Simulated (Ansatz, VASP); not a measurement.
Two plane-wave programs on MoH3

```
H Mo
1.0
     2.95225    0.01680    0.16321
    -0.02092    4.59518   -0.10861
    -0.21265   -2.19110    4.03015
H Mo
6 2
Direct
  0.06249 0.36678 0.09219
  0.06223 0.90892 0.27426
  0.06263 0.72507 0.63356
  0.56249 0.63323 0.90788
  0.56277 0.09106 0.72564
  0.56238 0.27495 0.36647
  0.06258 0.33288 0.66656
  0.56243 0.66711 0.33344
```

Change from the starting cell: cell x1, atoms moved at random (sigma 0.1 Å) and cell strained at random (1.5 %), then relaxed without symmetry.

Alike in both runs: functional PBE; k mesh 8 × 6 × 6; occupations gaussian, width 0.2 eV; no spin polarisation.

Ansatz relaxed the structure, and its values are those at the end. VASP's run is a single point on that final structure, the one shown.

|  | VASP | Ansatz |
| --- | --- | --- |
| version | VASP 6.6.1 | Ansatz 0.2.0 |
| potentials or method | VASP PAW PBE potentials, release 64 (H, Mo_sv), cutoff 520 eV | scalar-relativistic, plane waves, PAW |
| valence electrons in the cell | 34 | 34 |

```csv
,VASP,Ansatz,Ansatz less VASP
gap on the k mesh at the Fermi level (eV),none,none,-
pressure (GPa),0.1,0.0,-0.05
```

A gap of «none» marks a metal or a gap that the smearing closes.
